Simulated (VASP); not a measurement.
# Al13V3 in VASP: further runs, part 2 of 2

VASP 6.6.1. The steps go on from the part before.

### 4 Single point, PBE

This run uses another cell than the first one, of 15.53 Å³/atom.

INCAR

```
SYSTEM = Al13V3
ALGO     = Fast           ! electronic algorithm
EDIFF    = 1E-6           ! SCF threshold, eV
ENCUT    = 520            ! plane-wave cutoff, eV
GGA      = PE             ! functional
ISIF     = 2              ! what is computed and relaxed
ISMEAR   = 0              ! smearing method
ISYM     = 0            
LASPH    = .True.         ! aspherical terms in the spheres
LCHARG   = .False.        ! write CHGCAR
LREAL    = Auto         
LWAVE    = .False.        ! write WAVECAR
NBANDS   = 53             ! bands
NELM     = 60             ! most SCF steps
PREC     = Accurate       ! precision mode
SIGMA    = 0.1            ! smearing width, eV
```

KPOINTS

```
k-points
0
Gamma
  4 4 4
  0 0 0
```

POSCAR

```
Al13V3
1.0
   -3.9730405084      3.9736391043     -3.9743094593
    3.9597276927      3.9464933798      3.9604796028
    3.9594365882     -3.9597972718     -3.9468964149
Al V
13 3
Direct
    0.0033471252      0.2381534329      0.7473299456
    0.5008260163      0.9976443928      0.5041750908
    0.7447775774      0.5099769334      0.7474407870
    0.2579199537      0.2579600477      0.5151012438
    0.0040642564      0.5073179006      0.5042036501
    0.7437644093      0.9867188083      0.2438830671
    0.5008358898      0.2579372514      0.2439103853
    0.9976333531      0.9976323018      0.9945291920
    0.2660253416      0.5100046899      0.2636190656
    0.9983267110      0.7545076429      0.2636643010
    0.7356318065      0.2381764998      0.9918514077
    0.5008371384      0.5008549929      0.0009666265
    0.2569703779      0.7544663856      0.9919000937
    0.2455492957      0.9902304812      0.7456620989
    0.5008636249      0.7561870204      0.7456107096
    0.7561034209      0.7561567229      0.5116270005
```

Command:

```console
> cat potpaw_PBE.64/Al/POTCAR potpaw_PBE.64/V_sv/POTCAR > POTCAR
> mpirun -np 1 vasp_std > vasp.out
```

Run time: 29 min. Hardware: 1 thread of AMD EPYC, shared host; peak memory 0.52 GiB.

Results (log left out):

| Property | Result |
| --- | --- |
| Free energy | -77.1004 eV |
| Pressure | 0.0 GPa |
| Largest force | 0.016 eV/Å |
| Band gap on the k mesh | zero (bands 39 and 40 overlap by 0.41 eV) |

Forces in eV/Å, atoms in the order of the input:
```
Al   0.001  0.001 -0.001
Al   0.000  0.001 -0.001
Al  -0.002 -0.003  0.000
Al  -0.002  0.000  0.002
Al  -0.001 -0.001  0.001
Al   0.004  0.003  0.000
Al   0.001 -0.001 -0.004
Al   0.000  0.000  0.001
Al  -0.004 -0.001  0.002
Al  -0.003 -0.001  0.001
Al   0.002  0.001  0.001
Al   0.002  0.002 -0.002
Al  -0.002 -0.002 -0.002
V    0.012  0.011  0.000
V    0.001 -0.011 -0.010
V   -0.012  0.001  0.011
```

Levels at points of the mesh, in eV from the Fermi level:
```csv
k point,band 35,band 36,band 37,band 38,band 39,band 40,band 41,band 42,band 43,band 44
"(0.00, 0.00, 0.00)",-0.65,-0.65,-0.39,0.34,0.34,0.78,0.78,0.87,1.03,1.54
"(0.50, 0.00, 0.00)",-1.08,-0.72,-0.54,-0.30,-0.02,0.30,0.35,0.49,0.76,1.04
"(0.00, 0.50, 0.00)",-0.80,-0.47,-0.41,-0.38,-0.21,0.00,0.56,0.65,0.96,1.07
"(0.50, 0.50, 0.00)",-1.08,-0.72,-0.54,-0.30,-0.02,0.30,0.35,0.49,0.76,1.04
"(0.00, 0.00, 0.50)",-0.80,-0.47,-0.41,-0.38,-0.21,0.00,0.56,0.65,0.96,1.07
"(0.50, 0.00, 0.50)",-1.08,-0.72,-0.54,-0.30,-0.02,0.30,0.36,0.49,0.76,1.04
"(0.00, 0.50, 0.50)",-0.80,-0.47,-0.40,-0.37,-0.21,0.00,0.56,0.65,0.96,1.07
"(0.50, 0.50, 0.50)",-0.74,-0.61,-0.60,-0.56,0.00,0.00,0.16,0.31,0.31,0.99
```

### 5 Single point, PBE

This run uses another cell than the first one, of 15.53 Å³/atom.

INCAR

```
SYSTEM = Al13V3
PREC = Accurate ; ENCUT = 520
EDIFF = 1E-6 ; ISMEAR = 0
SIGMA = 0.1 ; LREAL = Auto
LASPH = .TRUE. ; NELM = 60
ALGO = Fast ; ISIF = 2
LWAVE = .FALSE. ; LCHARG = .TRUE.
GGA = PE ; LELF = .TRUE.
LVHAR = .TRUE. ; NBANDS = 53
ISYM = 0
```

KPOINTS

```
regular mesh
0
G
  4 4 4
  0 0 0
```

POSCAR

```
Al13V3
1.0
   -3.9597911649      3.9598613305     -3.9471236109
    3.9464721436      3.9603195606      3.9608853863
    3.9735147047     -3.9736364056     -3.9745935024
Al V
13 3
Direct
    0.2537663913      0.0116947519      0.7479774964
    0.0066467440      0.2522063015      0.7536674932
    0.4859654754      0.9918265123      0.4933147747
    0.7374409795      0.4953396898      0.7529194205
    0.4968693697      0.7424303220      0.7471594765
    0.0092055558      0.4952760847      0.4942915731
    0.7572243681      0.9918410271      0.2504221709
    0.4969155770      0.2522320215      0.2504580961
    0.7374841142      0.7398213592      0.4852968731
    0.0092705735      0.0116700326      0.0156150410
    0.0001545983      0.7489658022      0.2504518042
    0.7572197896      0.2631422669      0.0075128410
    0.2536332167      0.7398062566      0.0064114945
    0.2554841731      0.2595713488      0.5057564776
    0.2554872508      0.4936352048      0.2503772305
    0.4894760612      0.4936782923      0.9951753216
```

Command:

```console
> cat potpaw_PBE.64/Al/POTCAR potpaw_PBE.64/V_sv/POTCAR > POTCAR
> mpirun -np 1 vasp_std > vasp.out
```

Wall time 14 min (1 thread of AMD EPYC 7R13 (Zen 3), shared host); peak memory 0.52 GiB.

Results (log left out):

* Free energy: -77.1010 eV
* Pressure: -0.1 GPa
* Largest force: 0.023 eV/Å
* Band gap on the k mesh: zero (bands 39 and 40 overlap by 0.41 eV)

Forces in eV/Å, atoms in the order of the input:
```
Al  -0.007 -0.001 -0.002
Al   0.000 -0.006  0.005
Al   0.001  0.001 -0.001
Al  -0.005  0.002 -0.004
Al   0.005  0.006  0.000
Al   0.003 -0.002  0.005
Al   0.000 -0.001  0.001
Al  -0.008  0.001 -0.006
Al   0.004  0.002  0.000
Al  -0.001 -0.006  0.002
Al   0.002  0.002 -0.001
Al   0.000  0.000  0.000
Al   0.005  0.002  0.001
V   -0.015 -0.015 -0.001
V    0.018  0.000  0.014
V   -0.002  0.015 -0.013
```

Levels at points of the mesh, in eV from the Fermi level:
```tsv
k point	band 35	band 36	band 37	band 38	band 39	band 40	band 41	band 42	band 43	band 44
(0.00, 0.00, 0.00)	-0.65	-0.65	-0.39	0.34	0.34	0.78	0.78	0.87	1.03	1.54
(0.50, 0.00, 0.00)	-0.80	-0.47	-0.40	-0.38	-0.21	0.00	0.56	0.65	0.96	1.07
(0.50, 0.50, 0.00)	-0.80	-0.47	-0.40	-0.38	-0.21	0.00	0.56	0.65	0.96	1.07
(0.00, 0.50, 0.00)	-0.80	-0.47	-0.41	-0.38	-0.21	0.00	0.56	0.65	0.96	1.07
(0.00, 0.00, 0.50)	-1.08	-0.72	-0.54	-0.30	-0.02	0.30	0.35	0.49	0.76	1.04
(0.00, 0.50, 0.50)	-1.08	-0.72	-0.54	-0.30	-0.02	0.30	0.35	0.49	0.76	1.04
(0.50, 0.00, 0.50)	-1.08	-0.72	-0.54	-0.30	-0.02	0.30	0.36	0.49	0.76	1.04
(0.50, 0.50, 0.50)	-0.74	-0.61	-0.60	-0.56	0.00	0.00	0.16	0.31	0.31	0.99
```

### 6 Summary

```tsv
task	cell	k mesh	cutoff (eV)	gap on the mesh (eV)	pressure (GPa)	relaxed volume (Å³/atom)	largest force (eV/Å)
relaxation of cell and atoms	relaxed from a = 6.919 Å, angles 109.5°, 16 atoms, atomic positions A	2 × 2 × 2, shifted	600	-	0.0	15.59	0.02
relaxation of cell and atoms	relaxed from a = 6.919 Å, angles 109.5°, 16 atoms, atomic positions B	2 × 2 × 2, shifted	600	-	0.0	15.59	0.03
single point	a = 6.883, b = 6.851, c = 6.851 Å, angles 109.4, 109.6, 109.6°, 16 atoms, atomic positions C	4 × 4 × 4	520	none	0.0	-	0.02
single point	a = 6.851, b = 6.852, c = 6.883 Å, angles 109.6, 109.6, 109.4°, 16 atoms, atomic positions D	4 × 4 × 4	520	none	-0.1	-	0.02
```

Alike in all rows: level PBE; potentials or basis VASP PAW PBE potentials, release 64 (Al, V_sv); no spin polarisation; smearing gaussian 0.1 eV.

Caveats: some runs use coarse meshes.

Absolute energies hang on the potentials; compare differences alone.
